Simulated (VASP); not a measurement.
Set up this calculation in VASP 6.6.1, as the native input.

- Task: single point
- Functional: r2SCAN
- Potentials or basis: VASP PAW PBE potentials, release 64 (Sb, Cu)
- Cutoff: 520 eV
- k mesh: 8 × 8 × 4
- Occupations: fermi-dirac, width 0.1 eV
- Spin: no spin polarisation
- Dipole correction: no
- Further INCAR settings: ALGO = Normal; EDIFF = 1e-06; NBANDS = 30

CuSb2:

```
Sb Cu
1.0
     4.33441    0.00000    0.00000
     0.00000    4.33441    0.00000
     0.00000    0.00000    8.66550
Sb Cu
4 2
Direct
  0.00000 0.00000 0.00000
  0.50000 0.50000 0.00000
  0.50000 0.00000 0.46483
  0.00000 0.50000 0.53517
  0.50000 0.00000 0.17483
  0.00000 0.50000 0.82517
```

These files were run (other wordings do the same):

POSCAR

```
CuSb2
1.0
    4.3344141990      0.0000000000      0.0000000000
    0.0000000000      4.3344141990      0.0000000000
    0.0000000000      0.0000000000      8.6655021524
Sb Cu
4 2
Direct
    0.0000000000      0.0000000000      0.0000000000
    0.5000000000      0.5000000000      0.0000000000
    0.5000000000      0.0000000000      0.4648298426
    0.0000000000      0.5000000000      0.5351701574
    0.5000000000      0.0000000000      0.1748267312
    0.0000000000      0.5000000000      0.8251732688
```

INCAR.step1

```
SYSTEM = CuSb2
ALGO = Normal
EDIFF = 1E-4
ENCUT = 520
GGA = PE
ISMEAR = -1
LASPH = .TRUE.
LCHARG = .FALSE.
LREAL = .FALSE.
LWAVE = .TRUE.
NBANDS = 30
NELM = 60
PREC = Accurate
SIGMA = 0.1
```

INCAR.step2

```
SYSTEM = CuSb2
ALGO = Normal
EDIFF = 1E-6
ENCUT = 520
ISIF = 2
ISMEAR = -1
ISTART = 1
LASPH = .TRUE.
LCHARG = .TRUE.
LELF = .TRUE.
LMIXTAU = .TRUE.
LREAL = .FALSE.
LVHAR = .TRUE.
LWAVE = .FALSE.
METAGGA = R2SCAN
NBANDS = 30
NELM = 60
PREC = Accurate
SIGMA = 0.1
```

KPOINTS

```
k-points
0
G
  8 8 4
  0 0 0
```

Potentials or basis: VASP PAW PBE potentials, release 64 (Sb, Cu).

Launch:

```console
$ cat potpaw_PBE.64/Sb/POTCAR potpaw_PBE.64/Cu/POTCAR > POTCAR
$ cp INCAR.step1 INCAR
$ mpirun -np 1 vasp_std > vasp.out
$ cp INCAR.step2 INCAR
$ mpirun -np 1 vasp_std > vasp.out
```

Results of the run:

```json
{
  "Pressure": "0.1 GPa",
  "Largest force": "0.037 eV/Å",
  "Band gap on the k mesh": "zero (bands 21 and 22 overlap by 2.18 eV)"
}
```

Caveat: the PAW data sets were made with another functional, which shifts forces and pressure a little; spin-orbit coupling is left out, which moves the levels of the heavy elements.

It took 8.4 min on 1 thread of Intel(R) Xeon(R) Platinum 8259CL CPU @ 2.50GHz (Skylake/Cascade Lake), on a shared host, peak memory 0.38 GiB.
